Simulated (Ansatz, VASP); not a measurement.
InSe: VASP beside Ansatz

File INCAR:

```
  PREC = Accurate
  ENCUT = 520
  EDIFF = 1E-6
  ISMEAR = 0
  SIGMA = 0.05
  LREAL = F
  LASPH = T
  NELM = 60
  ALGO = Normal
  ISIF = 2
  LWAVE = F
  LCHARG = T
  GGA = PE
  LELF = T
  LVHAR = T
  NBANDS = 27
```

KPOINTS

```
Automatic mesh
0
Gamma
  8 8 6
```

The input POSCAR:

```
InSe
1.0
    5.7418854575     -2.0623790766     -0.1306417848
    5.7418854575      2.0623790766     -0.1306417848
   -1.6623467844      0.0000000000      5.4603689881
In Se
2 2
Direct
    0.8758951401      0.8999067711      0.0533034054
    0.1000932289      0.1241048599      0.9466965946
    0.6837848324      0.6488736946      0.6952062322
    0.3511263054      0.3162151676      0.3047937678
```

Input for Ansatz:

```yaml
crystal:
  lattice:
    - [5.7418854575, -2.0623790766, -0.1306417848]
    - [5.7418854575, 2.0623790766, -0.1306417848]
    - [-1.6623467844, 0.0, 5.4603689881]
  atoms:
    - { symbol: In, position: [0.8758951401, 0.8999067711, 0.0533034054] }
    - { symbol: In, position: [0.1000932289, 0.1241048599, 0.9466965946] }
    - { symbol: Se, position: [0.6837848324, 0.6488736946, 0.6952062322] }
    - { symbol: Se, position: [0.3511263054, 0.3162151676, 0.3047937678] }
basis:
  ecutwfc: 420
kpoints:
  mp_grid: { grid: [8, 8, 6] }
hamiltonian:
  xc: pbe
  pseudopotentials: { kind: paw, azcp: { folder: soft_1 } }
scf:
  occupations: { method: gaussian, width: 0.05 }
output:
  forces: true
  stress: true
  eigenvalues: true
```

Change from the starting cell: mode 9 frozen in at -0.072 Å, strain +e along z and -e/2 along x and y +0.0000.

Alike in both runs: task single point; functional PBE; k mesh 8 × 8 × 6; occupations gaussian, width 0.05 eV; no spin polarisation.

|  | VASP | Ansatz |
| --- | --- | --- |
| version | VASP 6.6.1 | Ansatz 0.2.0 |
| potentials or method | VASP PAW PBE potentials, release 64 (In_d, Se), cutoff 520 eV | scalar-relativistic, plane waves, PAW |
| valence electrons in the cell | 38 | 58 |

Ansatz gave:

```
gap on the k mesh at the Fermi level (eV)                     : 1.08
least direct gap on the mesh (eV)                             : 1.22
pressure (GPa)                                                : 0.3
traceless stress, the component that is largest in VASP (GPa) : -0.27
rms of the force components (eV/Å)                            : 0.295
```

Q: Estimate VASP's values.

A: gap on the k mesh at the Fermi level (eV): 1.08; least direct gap on the mesh (eV): 1.22; pressure (GPa): 0.3; traceless stress, the component that is largest in VASP (GPa): -0.26; rms of the force components (eV/Å): 0.297.

Atom by atom the forces differ by 0.008 eV/Å (rms over components). VASP's potentials hold 38 valence electrons a cell and Ansatz's 58, so a difference there can come from the potentials and not from the codes.
